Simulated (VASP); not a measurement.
# ZnS (F-43m) in VASP: notebook

The runs below take ZnS through relaxation of cell and atoms, with PBE.

Program: VASP 6.6.1. These are calculated values, not measurements. Logs are shortened: lines on timing, memory, paths and dates and some standing lists are left out, and cuts for length are marked.

### Step 1. The cell of the first run

It takes space group F-43m (No. 216, cubic). Conventional cell: a = 5.404 Å, b = 5.404 Å, c = 5.404 Å, α = 90.00°, β = 90.00°, γ = 90.00°. Within 3.1 Å of Zn (site symmetry -43m) lie 4 S at 2.34 Å. S (site symmetry -43m) has 4 Zn at 2.34 Å within 3.1 Å.

### Step 2. Relaxation of cell and atoms, PBE

Contents of INCAR:

```
ALGO = Normal ; EDIFF = 1E-7
EDIFFG = -0.01 ; ENCUT = 500
GGA = PE ; GGA_COMPAT = F
IBRION = 2 ; ISIF = 3
ISMEAR = 0 ; LASPH = T
LCHARG = F ; LREAL = F
LWAVE = F ; NELM = 120
NELMIN = 4 ; NSW = 80
PREC = Accurate ; SIGMA = 0.01
```

Contents of KPOINTS:

```
k-points
0
Gamma
  5 5 5
```

Contents of POSCAR:

```
ZnS
1.0
    0.0000000000      2.7020000000      2.7020000000
    2.7020000000      0.0000000000      2.7020000000
    2.7020000000      2.7020000000      0.0000000000
Zn S
1 1
Direct
    0.2500000000      0.2500000000      0.2500000000
    0.0000000000      0.0000000000      0.0000000000
```

Potentials or basis: VASP PAW PBE potentials, release 64 (Zn, S).

Run with:

```console
cat potpaw_PBE.64/Zn/POTCAR potpaw_PBE.64/S/POTCAR > POTCAR
mpirun -np 1 vasp_std > vasp.out
```

OUTCAR:

```text
EDIFF = 1E-7
   EDIFFG = -0.01
   ENCUT = 500
   GGA = PE
   IBRION = 2
   ISIF = 3
   ISMEAR = 0
   LASPH = T
   LREAL = F
   NELM = 120
   NELMIN = 4
   NSW = 80
   PREC = Accurate

 ion  position               nearest neighbor table
   1  0.250  0.250  0.250-   2 2.34   2 2.34   2 2.34   2 2.34
   2  0.000  0.000  0.000-   1 2.34   1 2.34   1 2.34   1 2.34

  LATTYP: Found a face centered cubic cell.
 ALAT       =     5.4040000000

  Lattice vectors:

 A1 = (   0.0000000000,   2.7020000000,   2.7020000000)
 A2 = (   2.7020000000,   0.0000000000,   2.7020000000)
 A3 = (   2.7020000000,   2.7020000000,   0.0000000000)

Analysis of symmetry for initial positions (statically):
=====================================================================
 Subroutine PRICEL returns:
 Original cell was already a primitive cell.

 Routine SETGRP: Setting up the symmetry group for a
 face centered cubic supercell.

 Subroutine GETGRP returns: Found 24 space group operations
 (whereof 24 operations were pure point group operations)
 out of a pool of 48 trial point group operations.

The static configuration has the point symmetry T_d .

Analysis of symmetry for dynamics (positions and initial velocities):
=====================================================================
 Subroutine PRICEL returns:
 Original cell was already a primitive cell.

 Routine SETGRP: Setting up the symmetry group for a
 face centered cubic supercell.

 Subroutine GETGRP returns: Found 24 space group operations
 (whereof 24 operations were pure point group operations)
 out of a pool of 48 trial point group operations.

The dynamic configuration has the point symmetry T_d .

 Subroutine INISYM returns: Found 24 space group operations
 (whereof 24 operations are pure point group operations),
 and found     1 'primitive' translations

----------------------------------------------------------------------------------------

                                     Primitive cell

  volume of cell :      39.4535

  direct lattice vectors                    reciprocal lattice vectors
     0.000000000  2.702000000  2.702000000    -0.185048113  0.185048113  0.185048113
     2.702000000  0.000000000  2.702000000     0.185048113 -0.185048113  0.185048113
     2.702000000  2.702000000  0.000000000     0.185048113  0.185048113 -0.185048113

  length of vectors
     3.821205046  3.821205046  3.821205046     0.320512733  0.320512733  0.320512733

  position of ions in fractional coordinates (direct lattice)
     0.250000000  0.250000000  0.250000000
     0.000000000  0.000000000  0.000000000

  ion indices of the primitive-cell ions
   primitive index   ion index
                 1           1
                 2           2

----------------------------------------------------------------------------------------

 KPOINTS: k-points

Automatic generation of k-mesh.
 Grid dimensions read from file:
 generate k-points for:    5    5    5

 Generating k-lattice:

  Cartesian coordinates                     Fractional coordinates (reciprocal lattice)
    -0.037009623  0.037009623  0.037009623     0.200000000  0.000000000  0.000000000
     0.037009623 -0.037009623  0.037009623     0.000000000  0.200000000  0.000000000
     0.037009623  0.037009623 -0.037009623     0.000000000  0.000000000  0.200000000

  Length of vectors
     0.064102547  0.064102547  0.064102547

  Shift w.r.t. Gamma in fractional coordinates (k-lattice)
     0.000000000  0.000000000  0.000000000

 Subroutine IBZKPT returns following result:
 ===========================================

 Found     10 irreducible k-points:

 Following reciprocal coordinates:
            Coordinates               Weight
  0.000000  0.000000  0.000000      1.000000
  0.200000  0.000000  0.000000      8.000000
  0.400000  0.000000  0.000000      8.000000
  0.200000  0.200000  0.000000      6.000000
  0.400000  0.200000  0.000000     24.000000
 -0.400000  0.200000  0.000000     24.000000
 -0.200000  0.200000  0.000000     12.000000
  0.400000  0.400000  0.000000      6.000000
 -0.400000  0.400000  0.000000     12.000000
 -0.400000  0.400000  0.200000     24.000000
   k-points           NKPTS =     10   k-points in BZ     NKDIM =     10   number of bands    NBANDS=     13
   number of dos      NEDOS =    301   number of ions     NIONS =      2
   total plane-waves  NPLWV =  21952
   dimension x,y,z NGX =    28 NGY =   28 NGZ =   28
   dimension x,y,z NGXF=    56 NGYF=   56 NGZF=   56
   ions per type =               1   1
   NGX,Y,Z   is equivalent  to a cutoff of  12.18, 12.18, 12.18 a.u.
   NGXF,Y,Z  is equivalent  to a cutoff of  24.36, 24.36, 24.36 a.u.
 SYSTEM =  unknown system
   PREC   = accura    normal or accurate (medium, high low for compatibility)
   ISTART =      0    job   : 0-new  1-cont  2-samecut
   ICHARG =      2    charge: 1-file 2-atom 10-const
   ISPIN  =      1    spin polarized calculation?
   LNONCOLLINEAR =      F non collinear calculations
   LSORBIT =      F    spin-orbit coupling
   LASPH  =      T    aspherical Exc in radial PAW
   ENCUT  =  500.0 eV  36.75 Ry    6.06 a.u.   6.97  6.97  6.97*2*pi/ulx,y,z
   NELM   =    120;   NELMIN=  4; NELMDL= -5     # of ELM steps
   EDIFF  = 0.1E-06   stopping-criterion for ELM
   LREAL  =      F    real-space projection
   EDIFFG = -.1E-01   stopping-criterion for IOM
   NSW    =     80    number of steps for IOM
   IBRION =      2    ionic relax: 0-MD 1-quasi-New 2-CG
   NFREE  =      1    steps in history (QN), initial steepest desc. (CG)
   ISIF   =      3    stress and relaxation
   ISYM   =      2    0-nonsym 1-usesym 2-fastsym
   POTIM  = 0.5000    time-step for ionic-motion
   TEBEG  =    0.0;   TEEND  =   0.0 temperature during run
   PSTRESS=    0.0 pullay stress
   NELECT =      18.0000    total number of electrons
   NUPDOWN=      -1.0000    fix difference up-down
   EMIN   =  10.00;   EMAX   =-10.00  energy-range for DOS
   EFERMI =   0.00;   METHOD = LEGACY
   ISMEAR =     0;   SIGMA  =   0.01  broadening in eV -4-tet -1-fermi 0-gaus
   EFERMI_NEDOS =   21; number of points for ismear=-14 and -15
   IALGO  =     38    algorithm
   IMIX   =      4    mixing-type and parameters
     AMIX     =   0.40;   BMIX     =  1.00
     AMIX_MAG =   1.60;   BMIX_MAG =  1.00
  volume/ion in A,a.u.               =      19.73       133.12
  Fermi-wavevector in a.u.,A,eV,Ry     =   1.260290  2.381602 21.610537  1.588330
  Thomas-Fermi vector in A             =   2.393807
   LORBIT       =      0    0 simple, 1 ext, 2 COOP (PROOUT), +10 PAW based schemes
   GGA     = PE    functional components
   LHFCALC =     F    Hartree Fock is set to
   AEXX    =    0.0000 exact exchange contribution
   IVDW    =     0    specifies the selected vdW correction
   LEPSILON=     F    determine dielectric tensor
   LRPA    =     F    only Hartree local field effects (RPA)
 conjugate gradient relaxation of ions
 non-spin polarized calculation
 Gauss-broadening in eV      SIGMA  =   0.01
  energy-cutoff  :      500.00
  volume of cell :       39.45
 maximum number of plane-waves:      1006
   NGX = 13   NGY = 13   NGZ = 13

--------------------------------------- Ionic step        1  -------------------------------------------

 number of electron      18.0000000 magnetization

 Free energy of the ion-electron system (eV)
  ---------------------------------------------------
  ext. energy  EPLUGINS =         0.00000000
  ---------------------------------------------------
  free energy    TOTEN  =        -6.83556983 eV

  energy without entropy =       -6.83556983  energy(sigma->0) =       -6.83556983

------------------------ aborting loop because EDIFF is reached ----------------------------------------

  FORCE on cell =-STRESS in cart. coord.  units (eV):
  Direction    XX          YY          ZZ          XY          YZ          ZX
  --------------------------------------------------------------------------------------
  -------------------------------------------------------------------------------------
  Total        0.4498867      0.4498867      0.4498867      0.0000000     -0.0000000      0.0000000
  in kB       18.2695460     18.2695460     18.2695460      0.0000000     -0.0000000      0.0000000
  external PRESSURE =      18.2695460 kB  Pullay stress =       0.0000000 kB

 VOLUME and BASIS-vectors are now :
 -----------------------------------------------------------------------------
  energy-cutoff  :      500.00
  volume of cell :       39.45
      direct lattice vectors                 reciprocal lattice vectors
     0.000000000  2.702000000  2.702000000    -0.185048113  0.185048113  0.185048113
     2.702000000  0.000000000  2.702000000     0.185048113 -0.185048113  0.185048113
     2.702000000  2.702000000  0.000000000     0.185048113  0.185048113 -0.185048113
[... 37 lines left out ...]
 POSITION                                       TOTAL-FORCE (eV/Angst)
 -----------------------------------------------------------------------------------
      1.36566      1.36566      1.36566         0.000000      0.000000      0.000000
      0.00000      2.73132      2.73132        -0.000000     -0.000000     -0.000000
 -----------------------------------------------------------------------------------
    total drift:                               -0.000000     -0.000000     -0.000001

  FREE ENERGIE OF THE ION-ELECTRON SYSTEM (eV)
  ---------------------------------------------------
  free  energy   TOTEN  =        -6.8405299343 eV

  energy  without entropy=       -6.8405299343  energy(sigma->0) =       -6.84052993

--------------------------------------- Ionic step        3  -------------------------------------------

 number of electron      17.9999987 magnetization

 Free energy of the ion-electron system (eV)
  ---------------------------------------------------
  ext. energy  EPLUGINS =         0.00000000
  ---------------------------------------------------
  free energy    TOTEN  =        -6.84104276 eV

  energy without entropy =       -6.84104276  energy(sigma->0) =       -6.84104276

 E-fermi :   1.9390     XC(G=0):  -9.5111

 val. band max:        1.8877606716   @ k =   0.0000   0.0000   0.0000
 cond. band min:       3.8916404904   @ k =   0.0000   0.0000   0.0000
 fundamental gap:      2.0038798188
 Fermi energy:         1.9390148704

 k-point     1 :       0.0000    0.0000    0.0000
  band No.  band energies     occupation
      1     -11.0834      2.00000
      2      -4.3629      2.00000
      3      -4.3629      2.00000
      4      -4.3629      2.00000
      5      -3.8943      2.00000
      6      -3.8943      2.00000
      7       1.8878      2.00000
      8       1.8878      2.00000
      9       1.8878      2.00000
     10       3.8916      0.00000
     11       8.2944      0.00000
     12       8.2944      0.00000
     13       8.2944      0.00000

 k-point     2 :       0.2000    0.0000    0.0000
  band No.  band energies     occupation
      1     -10.8117      2.00000
      2      -4.3403      2.00000
      3      -4.3175      2.00000
      4      -4.3175      2.00000
      5      -3.8954      2.00000
      6      -3.8954      2.00000
      7      -0.2228      2.00000
      8       1.5684      2.00000
      9       1.5684      2.00000
     10       5.1721      0.00000
     11       8.3929      0.00000
[... 150 lines left out ...]
 POSITION                                       TOTAL-FORCE (eV/Angst)
 -----------------------------------------------------------------------------------
      1.36215      1.36215      1.36215        -0.000000      0.000000     -0.000000
      0.00000      0.00000      0.00000         0.000000     -0.000000      0.000000
 -----------------------------------------------------------------------------------
    total drift:                               -0.000000     -0.000000     -0.000000

  FREE ENERGIE OF THE ION-ELECTRON SYSTEM (eV)
  ---------------------------------------------------
  free  energy   TOTEN  =        -6.8410427636 eV

  energy  without entropy=       -6.8410427636  energy(sigma->0) =       -6.84104276

 reached required accuracy - stopping structural energy minimisation
```

It took 10 s on 1 thread of Intel Xeon Platinum 8488C (Sapphire Rapids), shared host; peak memory 0.15 GiB.

What came out:

```yaml
Free_energy: -6.8410 eV
Relaxed_volume: 20.22 Å³/atom
Relaxed_cell: a = 3.853 Å, b = 3.853 Å, c = 3.853 Å, α = 60.00°, β = 60.00°, γ = 60.00°
Space_group_after_relaxing_to_0.05_Å: F-43m (No. 216)
Energy_gained_by_relaxing: 2.7 meV/atom
Ionic_steps: 3
Pressure_after_relaxing: 0.0 GPa
Band_gap_on_the_k_mesh: 2.00 eV, direct
```

The path:
```
step  energy change (eV)  largest force (eV/Å)  pressure (GPa)  volume (Å³)
   1              0.0000                0.0000            1.83        39.45
   2             -0.0050                0.0000           -0.52        40.75
   3             -0.0055                0.0000            0.00        40.44
```

Final structure:
```
Zn S
1.0
     0.00000    2.72431    2.72431
     2.72431    0.00000    2.72431
     2.72431    2.72431    0.00000
Zn S
1 1
Direct
  0.25000 0.25000 0.25000
  0.00000 0.00000 0.00000
```

Levels at points of the mesh, in eV from the valence-band top:
| k point | band 5 | band 6 | band 7 | band 8 | band 9 | band 10 | band 11 | band 12 | band 13 |
| --- | --- | --- | --- | --- | --- | --- | --- | --- | --- |
| (0.00, 0.00, 0.00) | -5.78 | -5.78 | 0.00 | 0.00 | 0.00 | 2.00 | 6.41 | 6.41 | 6.41 |

### Step 3. Relaxation of cell and atoms, PBE, target pressure 2 GPa, at which the enthalpy is minimised

Contents of INCAR:

```
PREC     = Accurate       # precision mode
ENCUT    = 500            # plane-wave cutoff, eV
EDIFF    = 1E-7           # SCF threshold, eV
ISMEAR   = 0              # smearing method
SIGMA    = 0.01           # smearing width, eV
LREAL    = False          # projectors in reciprocal space
LASPH    = True           # aspherical terms in the spheres
NELM     = 120            # most SCF steps
ALGO     = Normal         # electronic algorithm
ISIF     = 3              # what is computed and relaxed
LWAVE    = False          # write WAVECAR
LCHARG   = False          # write CHGCAR
GGA      = PE             # functional
IBRION   = 2              # ionic algorithm
NSW      = 80             # ionic steps
EDIFFG   = -0.01          # ionic threshold
PSTRESS  = 20.0         
GGA_COMPAT= False        
NELMIN   = 4
```

Contents of KPOINTS:

```
Automatic mesh
0
Gamma
  5 5 5
```

POSCAR is that of step 2.

Potentials or basis: VASP PAW PBE potentials, release 64 (Zn, S).

Run with:

```console
cat potpaw_PBE.64/Zn/POTCAR potpaw_PBE.64/S/POTCAR > POTCAR
mpirun -np 1 vasp_std > vasp.out
```

It took 7.4 s on 1 thread of Intel Xeon Platinum 8488C (Sapphire Rapids), shared host; peak memory 0.15 GiB.

It converged, with:

```yaml
Free_energy: -6.8341 eV
Relaxed_volume: 19.67 Å³/atom
Relaxed_cell: a = 3.817 Å, b = 3.817 Å, c = 3.817 Å, α = 60.00°, β = 60.00°, γ = 60.00°
Space_group_after_relaxing_to_0.05_Å: F-43m (No. 216)
Energy_change_on_relaxing_the_enthalpy_is_what_falls: +0.7 meV/atom
Ionic_steps: 2
Pressure_after_relaxing: 2.1 GPa
Band_gap_on_the_k_mesh: 2.13 eV, direct
```

Step by step:
```
step  energy change (eV)  largest force (eV/Å)  pressure (GPa)  volume (Å³)
   1              0.0000                0.0000            1.83        39.45
   2              0.0015                0.0000            2.06        39.33
```

Final structure:
```
CELL_PARAMETERS angstrom
0.00000 2.69922 2.69922
2.69922 0.00000 2.69922
2.69922 2.69922 0.00000
ATOMIC_POSITIONS crystal
Zn 0.25000 0.25000 0.25000
S 0.00000 0.00000 0.00000
```

Levels at points of the mesh, in eV from the valence-band top:
```
           k point  band 5  band 6  band 7  band 8  band 9  band 10  band 11  band 12  band 13
(0.00, 0.00, 0.00)   -5.86   -5.86    0.00    0.00    0.00     2.13     6.39     6.39     6.39
```

Caveat: the cell is relaxed towards a set pressure, so the enthalpy falls and the energy may rise. PBE gaps usually lie below the measured ones, often by a third to a half.

(Continued in part 2 of 2.)
